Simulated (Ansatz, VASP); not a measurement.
**CdTe: VASP beside Ansatz**

```
Cd Te
1.0
     0.00000    3.14116    3.14116
     3.14116    0.00000    3.14116
     3.14116    3.14116    0.00000
Cd Te
1 1
Cartesian
  0.0000 0.0000 0.0000
  1.5706 1.5706 1.5706
```

Alike in both runs: task single point; functional r2SCAN; k mesh 8 × 8 × 8; occupations gaussian, width 0.02 eV; no spin polarisation.

```csv
,VASP,Ansatz
version,VASP 6.6.1,Ansatz 0.2.0
potentials or method,"VASP PAW PBE potentials, release 64 (Cd, Te), cutoff 520 eV","scalar-relativistic, plane waves, PAW"
valence electrons in the cell,18,36
```

|  | VASP | Ansatz | Ansatz less VASP |
| --- | --- | --- | --- |
| gap on the k mesh at the Fermi level (eV) | 1.59 | 1.59 | 0.000 |
| least direct gap on the mesh (eV) | 1.59 | 1.59 | 0.000 |
| pressure (GPa) | 7.2 | 7.0 | -0.19 |

VASP's potentials were made for PBE, not for r2SCAN. With one functional, cell and mesh, what is left measures potentials, basis and numerics. VASP's potentials hold 18 valence electrons a cell and Ansatz's 36, so a difference there can come from the potentials and not from the codes.

Neither program's run includes spin-orbit coupling.
